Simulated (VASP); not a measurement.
# Si2Ge in VASP: further runs

Si2Ge is run at these levels: PBE; tasks: single point.

Program: VASP 6.6.1. These are calculated values, not measurements. Logs are shortened: lines on timing, memory, paths and dates and some standing lists are left out, and cuts for length are marked.

## (1) The cell of the first run

The structure is trigonal, space group P-3m1 (No. 164). Conventional cell: a = 3.567 Å, b = 3.567 Å, c = 9.714 Å, α = 90.00°, β = 90.00°, γ = 120.00°. Within 3.3 Å of Si (site symmetry 3m) lie 4 Si at 2.48 to 3.05 Å and 3 Ge at 2.65 Å. Si (site symmetry 3m) has 7 Si at 2.48 to 3.05 Å and 1 Ge at 3.04 Å within 3.3 Å. Ge (site symmetry 3m) has 4 Si at 2.65 to 3.04 Å and 3 Ge at 2.84 Å within 3.5 Å.

## (2) Single point, PBE

File INCAR:

```
PREC = Accurate
ENCUT = 520
EDIFF = 1E-7
ISMEAR = 0
SIGMA = 0.2
LREAL = F
LASPH = T
NELM = 80
ALGO = Normal
ISIF = 2
LWAVE = F
LCHARG = F
GGA = PE
NBANDS = 56
```

File KPOINTS:

```
Automatic mesh
0
Gamma
  6 4 2
```

File POSCAR:

```
Si2Ge
1.0
    3.5673804627      0.0000000000      0.0000000000
    0.0000000001      6.1788842114      0.0000000000
    0.0000000000      0.0000000000      9.7139173888
Si Ge
8 4
Direct
    0.0000000000      0.3333333333      0.7277520818
    0.5000000000      0.8333333333      0.7277520818
    0.0000000000      0.3333333333      0.4140993980
    0.5000000000      0.8333333333      0.4140993980
    0.5000000000      0.1666666667      0.2722479182
    1.0000000000      0.6666666667      0.2722479182
    0.5000000000      0.1666666667      0.5859006020
    1.0000000000      0.6666666667      0.5859006020
    0.0000000000      0.3333333333      0.1010185076
    0.5000000000      0.8333333333      0.1010185076
    0.5000000000      0.1666666667      0.8989814924
    1.0000000000      0.6666666667      0.8989814924
```

Potentials or basis: VASP PAW PBE potentials, release 64 (Si, Ge_d).

Started as:

```sh
$ cat potpaw_PBE.64/Si/POTCAR potpaw_PBE.64/Ge_d/POTCAR > POTCAR
$ mpirun -np 1 vasp_std > vasp.out
```

OUTCAR:

```text
PREC = Accurate
   ENCUT = 520
   EDIFF = 1E-7
   ISMEAR = 0
   LREAL = F
   LASPH = T
   NELM = 80
   ISIF = 2
   GGA = PE

 ion  position               nearest neighbor table
   1  0.000  0.333  0.728-   7 2.48   7 2.48   8 2.48  11 2.65  11 2.65  12 2.65   3 3.05
   2  0.500  0.833  0.728-   8 2.48   8 2.48   7 2.48  12 2.65  12 2.65  11 2.65   4 3.05
   3  0.000  0.333  0.414-   5 2.48   5 2.48   6 2.48   7 2.65   7 2.65   8 2.65   1 3.05
   4  0.500  0.833  0.414-   6 2.48   6 2.48   5 2.48   8 2.65   8 2.65   7 2.65   2 3.05
   5  0.500  0.167  0.272-   3 2.48   3 2.48   4 2.48   9 2.65   9 2.65  10 2.65   7 3.05
   6  0.000  0.667  0.272-   4 2.48   4 2.48   3 2.48  10 2.65  10 2.65   9 2.65   8 3.05
   7  0.500  0.167  0.586-   1 2.48   1 2.48   2 2.48   3 2.65   3 2.65   4 2.65   5 3.05
   8  0.000  0.667  0.586-   2 2.48   2 2.48   1 2.48   4 2.65   4 2.65   3 2.65   6 3.05
   9  0.000  0.333  0.101-   5 2.65   5 2.65   6 2.65  11 2.84  11 2.84  12 2.84
  10  0.500  0.833  0.101-   6 2.65   6 2.65   5 2.65  12 2.84  12 2.84  11 2.84
  11  0.500  0.167  0.899-   1 2.65   1 2.65   2 2.65   9 2.84   9 2.84  10 2.84
  12  0.000  0.667  0.899-   2 2.65   2 2.65   1 2.65  10 2.84  10 2.84   9 2.84

  LATTYP: Found a simple orthorhombic cell.
 ALAT       =     3.5673804627
 B/A-ratio  =     1.7320508076
 C/A-ratio  =     2.7229832899

  Lattice vectors:

 A1 = (   3.5673804627,   0.0000000000,   0.0000000000)
 A2 = (   0.0000000001,   6.1788842114,   0.0000000000)
 A3 = (   0.0000000000,   0.0000000000,   9.7139173888)

Analysis of symmetry for initial positions (statically):
=====================================================================
 Subroutine PRICEL returns following result:

  LATTYP: Found a hexagonal cell.
 ALAT       =     3.5673804627
 C/A-ratio  =     2.7229832899

  Lattice vectors:

 A1 = (  -3.5673804627,  -0.0000000000,   0.0000000000)
 A2 = (   1.7836902313,  -3.0894421057,   0.0000000000)
 A3 = (   0.0000000000,   0.0000000000,   9.7139173888)

   2 primitive cells build up your supercell.

 Routine SETGRP: Setting up the symmetry group for a
 simple orthorhombic supercell.

 Subroutine GETGRP returns: Found  4 space group operations
 (whereof  4 operations were pure point group operations)
 out of a pool of  8 trial point group operations.

The static configuration has the point symmetry C_2h.

Analysis of symmetry for dynamics (positions and initial velocities):
=====================================================================
 Subroutine PRICEL returns following result:

  LATTYP: Found a hexagonal cell.
 ALAT       =     3.5673804627
 C/A-ratio  =     2.7229832899

  Lattice vectors:

 A1 = (  -3.5673804627,  -0.0000000000,   0.0000000000)
 A2 = (   1.7836902313,  -3.0894421057,   0.0000000000)
 A3 = (   0.0000000000,   0.0000000000,   9.7139173888)

   2 primitive cells build up your supercell.

 Routine SETGRP: Setting up the symmetry group for a
 simple orthorhombic supercell.

 Subroutine GETGRP returns: Found  4 space group operations
 (whereof  4 operations were pure point group operations)
 out of a pool of  8 trial point group operations.

The dynamic configuration has the point symmetry C_2h.

 Subroutine INISYM returns: Found  4 space group operations
 (whereof  4 operations are pure point group operations),
 and found     2 'primitive' translations

----------------------------------------------------------------------------------------

                                     Primitive cell

  volume of cell :     107.0592

  direct lattice vectors                    reciprocal lattice vectors
    -3.567380463 -0.000000000  0.000000000    -0.280317732 -0.161841518  0.000000000
     1.783690231 -3.089442106  0.000000000     0.000000000 -0.323683036  0.000000000
     0.000000000  0.000000000  9.713917389     0.000000000  0.000000000  0.102945080

  length of vectors
     3.567380463  3.567380463  9.713917389     0.323683036  0.323683036  0.102945080

  position of ions in fractional coordinates (direct lattice)
     0.666666667  0.333333333  0.727752082
     0.666666667  0.333333333  0.414099398
     0.333333333  0.666666667  0.272247918
     0.333333333  0.666666667  0.585900602
     0.666666667  0.333333333  0.101018508
     0.333333333  0.666666667  0.898981492

  ion indices of the primitive-cell ions
   primitive index   ion index
                 1           1
                 2           3
                 3           6
                 4           8
                 5           9
                 6          12

----------------------------------------------------------------------------------------

 KPOINTS: Automatic mesh

Automatic generation of k-mesh.
 Grid dimensions read from file:
 generate k-points for:    6    4    2

 Generating k-lattice:

  Cartesian coordinates                     Fractional coordinates (reciprocal lattice)
     0.046719622 -0.000000000  0.000000000     0.166666667 -0.000000000  0.000000000
     0.000000000  0.040460379  0.000000000     0.000000000  0.250000000  0.000000000
     0.000000000  0.000000000  0.051472540     0.000000000  0.000000000  0.500000000

  Length of vectors
     0.046719622  0.040460379  0.051472540

  Shift w.r.t. Gamma in fractional coordinates (k-lattice)
     0.000000000  0.000000000  0.000000000

 Subroutine IBZKPT returns following result:
 ===========================================

 Found     24 irreducible k-points:

 Following reciprocal coordinates:
            Coordinates               Weight
  0.000000  0.000000  0.000000      1.000000
  0.166667 -0.000000  0.000000      2.000000
  0.333333 -0.000000  0.000000      2.000000
  0.500000  0.000000  0.000000      1.000000
  0.000000  0.250000  0.000000      2.000000
  0.166667  0.250000  0.000000      4.000000
[... 16 lines left out ...]
  0.333333  0.500000  0.500000      2.000000
  0.500000  0.500000  0.500000      1.000000
   k-points           NKPTS =     24   k-points in BZ     NKDIM =     24   number of bands    NBANDS=     56
   number of dos      NEDOS =    301   number of ions     NIONS =     12
   total plane-waves  NPLWV =  96768
   dimension x,y,z NGX =    28 NGY =   48 NGZ =   72
   dimension x,y,z NGXF=    56 NGYF=   96 NGZF=  144
   ions per type =               8   4
   NGX,Y,Z   is equivalent  to a cutoff of  13.05, 12.91, 12.32 a.u.
   NGXF,Y,Z  is equivalent  to a cutoff of  26.10, 25.83, 24.64 a.u.
 SYSTEM =  unknown system
   PREC   = accura    normal or accurate (medium, high low for compatibility)
   ISTART =      0    job   : 0-new  1-cont  2-samecut
   ICHARG =      2    charge: 1-file 2-atom 10-const
   ISPIN  =      1    spin polarized calculation?
   LNONCOLLINEAR =      F non collinear calculations
   LSORBIT =      F    spin-orbit coupling
   LASPH  =      T    aspherical Exc in radial PAW
   ENCUT  =  520.0 eV  38.22 Ry    6.18 a.u.   6.63 11.49 18.06*2*pi/ulx,y,z
   NELM   =     80;   NELMIN=  2; NELMDL= -5     # of ELM steps
   EDIFF  = 0.1E-06   stopping-criterion for ELM
   LREAL  =      F    real-space projection
   EDIFFG = 0.1E-05   stopping-criterion for IOM
   NSW    =      0    number of steps for IOM
   IBRION =     -1    ionic relax: 0-MD 1-quasi-New 2-CG
   NFREE  =      0    steps in history (QN), initial steepest desc. (CG)
   ISIF   =      2    stress and relaxation
   ISYM   =      2    0-nonsym 1-usesym 2-fastsym
   POTIM  = 0.5000    time-step for ionic-motion
   TEBEG  =    0.0;   TEEND  =   0.0 temperature during run
   PSTRESS=    0.0 pullay stress
   NELECT =      88.0000    total number of electrons
   NUPDOWN=      -1.0000    fix difference up-down
   EMIN   =  10.00;   EMAX   =-10.00  energy-range for DOS
   EFERMI =   0.00;   METHOD = LEGACY
   ISMEAR =     0;   SIGMA  =   0.20  broadening in eV -4-tet -1-fermi 0-gaus
   EFERMI_NEDOS =   21; number of points for ismear=-14 and -15
   IALGO  =     38    algorithm
   IMIX   =      4    mixing-type and parameters
     AMIX     =   0.40;   BMIX     =  1.00
     AMIX_MAG =   1.60;   BMIX_MAG =  1.00
  volume/ion in A,a.u.               =      17.84       120.41
  Fermi-wavevector in a.u.,A,eV,Ry     =   1.217170  2.300117 20.157056  1.481502
  Thomas-Fermi vector in A             =   2.352499
   LORBIT       =      0    0 simple, 1 ext, 2 COOP (PROOUT), +10 PAW based schemes
   GGA     = PE    functional components
   LHFCALC =     F    Hartree Fock is set to
   AEXX    =    0.0000 exact exchange contribution
   IVDW    =     0    specifies the selected vdW correction
   LEPSILON=     F    determine dielectric tensor
   LRPA    =     F    only Hartree local field effects (RPA)
 non-spin polarized calculation
 Gauss-broadening in eV      SIGMA  =   0.20
  energy-cutoff  :      520.00
  volume of cell :      214.12
 maximum number of plane-waves:      5803
 NGX is ok and might be reduce to    28
   NGX = 13   NGY = 23   NGZ = 37

 number of electron      88.0000013 magnetization

 Free energy of the ion-electron system (eV)
  ---------------------------------------------------
  ext. energy  EPLUGINS =         0.00000000
  ---------------------------------------------------
  free energy    TOTEN  =       -57.16034239 eV

  energy without entropy =      -57.07659344  energy(sigma->0) =      -57.11846791

 E-fermi :   7.2427     XC(G=0): -10.5988

 val. band max:        7.2384171944   @ k =   0.1667   0.2500   0.5000
 cond. band min:       7.2490997476   @ k =   0.1667   0.2500   0.5000
 fundamental gap:      0.0106825532
 Fermi energy:         7.2426885384

 k-point     1 :       0.0000    0.0000    0.0000
  band No.  band energies     occupation
      1     -17.3639      2.00000
      2     -17.3609      2.00000
      3     -17.3606      2.00000
      4     -17.3529      2.00000
      5     -17.3462      2.00000
      6     -17.3427      2.00000
[... 48 lines left out ...]
     55      10.5662      0.00000
     56      11.3884      0.00000

 k-point     2 :       0.1667   -0.0000    0.0000
  band No.  band energies     occupation
      1     -17.3665      2.00000
      2     -17.3637      2.00000
      3     -17.3609      2.00000
      4     -17.3449      2.00000
      5     -17.3398      2.00000
      6     -17.3381      2.00000
[... 48 lines left out ...]
     55      11.3463      0.00000
     56      11.4732      0.00000

 k-point     3 :       0.3333   -0.0000    0.0000
  band No.  band energies     occupation
      1     -17.3698      2.00000
      2     -17.3650      2.00000
      3     -17.3572      2.00000
      4     -17.3358      2.00000
      5     -17.3352      2.00000
      6     -17.3347      2.00000
[... 1172 lines left out ...]
 k-point    23 :       0.3333    0.5000    0.5000
  band No.  band energies     occupation
      1     -17.3644      2.00000
      2     -17.3644      2.00000
      3     -17.3538      2.00000
      4     -17.3538      2.00000
      5     -17.3448      2.00000
      6     -17.3448      2.00000
[... 48 lines left out ...]
     55       9.9741      0.00000
     56       9.9741      0.00000

 k-point    24 :       0.5000    0.5000    0.5000
  band No.  band energies     occupation
      1     -17.3640      2.00000
      2     -17.3640      2.00000
      3     -17.3513      2.00000
      4     -17.3513      2.00000
      5     -17.3484      2.00000
      6     -17.3484      2.00000
[... 48 lines left out ...]
     55       8.7840      0.00000
     56       8.7840      0.00000

------------------------ aborting loop because EDIFF is reached ----------------------------------------

  FORCE on cell =-STRESS in cart. coord.  units (eV):
  Direction    XX          YY          ZZ          XY          YZ          ZX
  --------------------------------------------------------------------------------------
  -------------------------------------------------------------------------------------
  Total        0.5073662      0.5042136     -1.2675756      0.0000000     -0.0660311     -0.0000000
  in kB        3.7964545      3.7728647     -9.4848521      0.0000000     -0.4940891     -0.0000000
  external PRESSURE =      -0.6385110 kB  Pullay stress =       0.0000000 kB

 VOLUME and BASIS-vectors are now :
 -----------------------------------------------------------------------------
  energy-cutoff  :      520.00
  volume of cell :      214.12
      direct lattice vectors                 reciprocal lattice vectors
     3.567380463  0.000000000  0.000000000     0.280317732 -0.000000000  0.000000000
     0.000000000  6.178884211  0.000000000     0.000000000  0.161841518  0.000000000
     0.000000000  0.000000000  9.713917389     0.000000000  0.000000000  0.102945080

 POSITION                                       TOTAL-FORCE (eV/Angst)
 -----------------------------------------------------------------------------------
      0.00000      2.05963      7.06932        -0.000000     -0.027325     -0.018454
      1.78369      5.14907      7.06932        -0.000000     -0.027325     -0.018454
      0.00000      2.05963      4.02253         0.000000      0.007186      0.067817
      1.78369      5.14907      4.02253         0.000000      0.007186      0.067817
      1.78369      1.02981      2.64459         0.000000      0.027325      0.018454
      0.00000      4.11926      2.64459         0.000000      0.027325      0.018454
      1.78369      1.02981      5.69139        -0.000000     -0.007186     -0.067817
      0.00000      4.11926      5.69139        -0.000000     -0.007186     -0.067817
      0.00000      2.05963      0.98129         0.000000      0.004542     -0.043073
      1.78369      5.14907      0.98129         0.000000      0.004542     -0.043073
      1.78369      1.02981      8.73263        -0.000000     -0.004542      0.043073
      0.00000      4.11926      8.73263        -0.000000     -0.004542      0.043073
 -----------------------------------------------------------------------------------
    total drift:                                0.000000      0.000000      0.000000

  FREE ENERGIE OF THE ION-ELECTRON SYSTEM (eV)
  ---------------------------------------------------
  free  energy   TOTEN  =       -57.1603423904 eV

  energy  without entropy=      -57.0765934355  energy(sigma->0) =      -57.11846791
```

Wall time 7.3 min (1 thread of AMD EPYC 7R13 (Zen 3), shared host); peak memory 0.38 GiB.

Results:

```yaml
Free_energy: -57.1603 eV
Pressure: -0.1 GPa
Largest_force: 0.068 eV/Å
Band_gap_on_the_k_mesh: zero (band 44 reaches 8.45 eV, above the bottom of band 45 at 5.85 eV)
```

Forces in eV/Å, atoms in the order of the input:
```
Si   0.000 -0.027 -0.018
Si   0.000 -0.027 -0.018
Si   0.000  0.007  0.068
Si   0.000  0.007  0.068
Si   0.000  0.027  0.018
Si   0.000  0.027  0.018
Si   0.000 -0.007 -0.068
Si   0.000 -0.007 -0.068
Ge   0.000  0.005 -0.043
Ge   0.000  0.005 -0.043
Ge   0.000 -0.005  0.043
Ge   0.000 -0.005  0.043
```

Stress tensor (GPa, compression positive):
```
 0.38  0.00  0.00
 0.00  0.38 -0.05
 0.00 -0.05 -0.95
```

## (3) Single point, PBE

File INCAR:

```
SYSTEM = Si2Ge
ALGO = Normal
EDIFF = 1E-6
ENCUT = 520
GGA = PE
ISIF = 2
ISMEAR = 0
LASPH = .TRUE.
LCHARG = .FALSE.
LREAL = .FALSE.
LWAVE = .FALSE.
NBANDS = 56
NELM = 80
PREC = Accurate
SIGMA = 0.2
```

File KPOINTS:

```
k-points
0
G
  6 4 2
  0 0 0
```

File POSCAR:

```
Si2Ge
1.0
    3.5926005837     -0.0010858416      0.0124326711
   -0.0014221324      6.1864889622     -0.0112106182
    0.0349853058     -0.0180225014      9.6213848020
Si Ge
8 4
Direct
    0.0021682472      0.3282188373      0.7280299864
    0.5020548422      0.8282843337      0.7281208085
   -0.0023063237      0.3364755030      0.4153499260
    0.4975478046      0.8363774871      0.4154284754
    0.4979662495      0.1716391659      0.2719698953
    0.9978229380      0.6717218578      0.2718961115
    0.5024459909      0.1633891168      0.5845852898
    1.0023222890      0.6634362769      0.5846454314
   -0.0006035707      0.3355063481      0.0983237995
    0.4992835009      0.8355696714      0.0983345539
    0.5007060098      0.1647284879      0.9016406820
    1.0005920225      0.6646529141      0.9016750405
```

Potentials or basis: VASP PAW PBE potentials, release 64 (Si, Ge_d).

Started as:

```sh
$ cat potpaw_PBE.64/Si/POTCAR potpaw_PBE.64/Ge_d/POTCAR > POTCAR
$ mpirun -np 1 vasp_std > vasp.out
```

Wall time 9.6 min (1 thread of AMD EPYC 7R13 (Zen 3), shared host); peak memory 0.41 GiB.

Results (log left out):

| Property | Result |
| --- | --- |
| Free energy | -57.1766 eV |
| Pressure | 0.0 GPa |
| Largest force | 0.009 eV/Å |
| Band gap on the k mesh | zero (band 44 reaches 8.41 eV, above the bottom of band 45 at 5.85 eV) |

Forces in eV/Å, atoms in the order of the input:
```
Si   0.003  0.002  0.001
Si   0.003  0.000  0.001
Si  -0.002  0.009  0.000
Si  -0.002  0.008  0.000
Si  -0.003  0.001 -0.002
Si  -0.003  0.000 -0.001
Si   0.002 -0.007  0.000
Si   0.002 -0.008  0.000
Ge   0.003  0.000  0.004
Ge   0.003  0.000  0.004
Ge  -0.003 -0.002 -0.003
Ge  -0.003 -0.002 -0.004
```

Levels at points of the mesh, in eV from the Fermi level:
```tsv
k point	band 40	band 41	band 42	band 43	band 44	band 45	band 46	band 47	band 48	band 49
(0.00, 0.00, 0.00)	-0.34	-0.01	0.22	0.67	0.78	0.92	1.73	1.89	1.92	2.24
(0.50, 0.00, 0.00)	-3.25	-2.64	-2.64	-1.26	-1.26	-0.89	-0.89	1.41	1.41	1.98
(0.00, 0.50, 0.00)	-0.48	0.48	0.49	0.78	0.78	0.93	0.93	1.14	1.14	1.47
(0.50, 0.50, 0.00)	-2.23	-1.81	-1.75	-1.13	-1.12	-0.28	-0.28	0.29	0.30	1.83
(0.00, 0.00, 0.50)	-0.38	0.41	0.43	0.52	1.04	1.17	1.25	1.35	1.51	1.83
(0.50, 0.00, 0.50)	-3.57	-1.09	-1.09	-0.90	-0.90	-0.78	-0.78	-0.67	-0.67	2.09
(0.00, 0.50, 0.50)	-1.21	-1.06	-1.06	-0.94	-0.94	1.29	1.29	1.80	1.80	1.94
(0.50, 0.50, 0.50)	-1.64	-0.84	-0.79	-0.61	-0.59	0.50	0.50	1.11	1.13	1.21
```
